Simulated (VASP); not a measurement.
Write the native input for VASP 6.6.1 that does the following.

* Task: single point
* Functional: PBE
* Potentials or basis: VASP PAW PBE potentials, release 64 (In_d, As)
* Cutoff: 520 eV
* k mesh: 6 × 6 × 4
* Occupations: gaussian, width 0.1 eV
* Spin: no spin polarisation
* Dipole correction: no
* Further INCAR settings: ALGO = Normal; EDIFF = 1e-06; NBANDS = 16

The structure of InAs lies in POSCAR:

```
InAs
1.0
    3.1204530052      0.0000000000      0.0000000000
   -1.5602265026      2.7023915739      0.0000000000
    0.0000000000      0.0000000000      5.5392656903
In As
1 1
Direct
    0.0000000000      0.0000000000      0.0000000000
    0.0000000000      0.0000000000      0.5000000000
```

One way to write it, as run:

INCAR

```
SYSTEM = InAs
  PREC = Accurate
  ENCUT = 520
  EDIFF = 1E-6
  ISMEAR = 0
  SIGMA = 0.1
  LREAL = .FALSE.
  LASPH = .TRUE.
  NELM = 60
  ALGO = Normal
  ISIF = 2
  LWAVE = .FALSE.
  LCHARG = .FALSE.
  GGA = PE
  NBANDS = 16
```

KPOINTS

```
Automatic mesh
0
G
  6 6 4
  0 0 0
```

Potentials or basis: VASP PAW PBE potentials, release 64 (In_d, As).

Run with:

```console
$ cat potpaw_PBE.64/In_d/POTCAR potpaw_PBE.64/As/POTCAR > POTCAR
$ mpirun -np 1 vasp_std > vasp.out
```

It gave:

The pressure is -0.1 GPa. The band gap on the k mesh is zero (band 9 reaches 10.78 eV, above the bottom of band 10 at 5.26 eV).

Caveat: the k points lie up to 0.39 Å⁻¹ apart; spin-orbit coupling is left out, which moves the levels of the heavy elements.

It took 9.2 s on 1 thread of Intel(R) Xeon(R) Platinum 8259CL CPU @ 2.50GHz (Skylake/Cascade Lake) (shared host), peak memory 0.17 GiB.
